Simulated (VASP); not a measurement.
Set up this calculation in VASP 6.6.1, as the native input.

```yaml
Task: single point
Functional: LDA
Potentials_or_basis: VASP PAW LDA potentials, release 64 (Ta_pv, Ru_pv)
Cutoff: 520 eV
k_mesh: 11 × 11 × 11
Occupations: fermi-dirac, width 0.05 eV
Spin: no spin polarisation
Dipole_correction: no
Further_INCAR_settings: ALGO = Normal; EDIFF = 1e-06; NBANDS = 20
```

The structure of TaRu lies in POSCAR:

```
TaRu
1.0
    3.0691382063      0.0000000000      0.0000000000
    0.0000000000      3.0691382063      0.0000000000
    0.0000000000      0.0000000000      3.0691382063
Ta Ru
1 1
Direct
    0.5000000000      0.5000000000      0.5000000000
    0.0000000000      0.0000000000      0.0000000000
```

These files were run (other wordings do the same):

INCAR

```
PREC = Accurate
ENCUT = 520
EDIFF = 1E-6
ISMEAR = -1
SIGMA = 0.05
LREAL = False
LASPH = True
NELM = 100
ALGO = Normal
ISIF = 2
LWAVE = False
LCHARG = False
NBANDS = 20
```

KPOINTS

```
Automatic mesh
0
Gamma
  11 11 11
```

Potentials or basis: VASP PAW LDA potentials, release 64 (Ta_pv, Ru_pv).

Command:

```bash
$ cat potpaw_LDA.64/Ta_pv/POTCAR potpaw_LDA.64/Ru_pv/POTCAR > POTCAR
$ mpirun -np 1 vasp_std > vasp.out
```

It gave:

```yaml
Pressure: 16.4 GPa
```

It took 10 s on 1 thread of AMD EPYC 9R45 (Zen 5) (shared host), peak memory 0.11 GiB.
